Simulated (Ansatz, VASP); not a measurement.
# Au in VASP and in Ansatz

```
CELL_PARAMETERS angstrom
0.00758 0.01360 5.62731
5.64051 0.00033 0.00770
-2.82000 4.88469 0.00782
ATOMIC_POSITIONS crystal
Au 0.24937 0.50045 0.49673
Au 0.74935 0.49979 0.50322
Au 0.25168 0.49965 0.99653
Au 0.75165 0.50019 0.00351
Au 0.24971 0.00023 0.49641
Au 0.74971 0.00003 0.50365
Au 0.24927 0.99975 0.99660
Au 0.74926 0.99991 0.00335
```

Change from the starting cell: cell x8, atoms moved at random (sigma 0.1 Å) and cell strained at random (1.5 %), then relaxed without symmetry.

Alike in both runs: functional PBE; k mesh 4 × 6 × 6; occupations gaussian, width 0.2 eV; no spin polarisation.

Ansatz relaxed the structure, and its values are those at the end. VASP's run is a single point on that final structure, the one shown.

|  | VASP | Ansatz |
| --- | --- | --- |
| version | VASP 6.6.1 | Ansatz 0.2.0 |
| potentials or method | VASP PAW PBE potentials, release 64 (Au), cutoff 520 eV | scalar-relativistic, plane waves, PAW |
| valence electrons in the cell | 88 | 152 |

VASP gave:

```
gap on the k mesh at the Fermi level (eV) : none
pressure (GPa)                            : -0.2
rms of the force components (eV/Å)        : 0.004
```

What did Ansatz give for the same quantities?

gap on the k mesh at the Fermi level (eV): none; pressure (GPa): 0.0; rms of the force components (eV/Å): 0.004.

A gap of «none» marks a metal or a gap that the smearing closes. With one functional, cell and mesh, what is left measures potentials, basis and numerics. VASP's potentials hold 88 valence electrons a cell and Ansatz's 152, so a difference there can come from the potentials and not from the codes.

Neither program's run includes spin-orbit coupling.
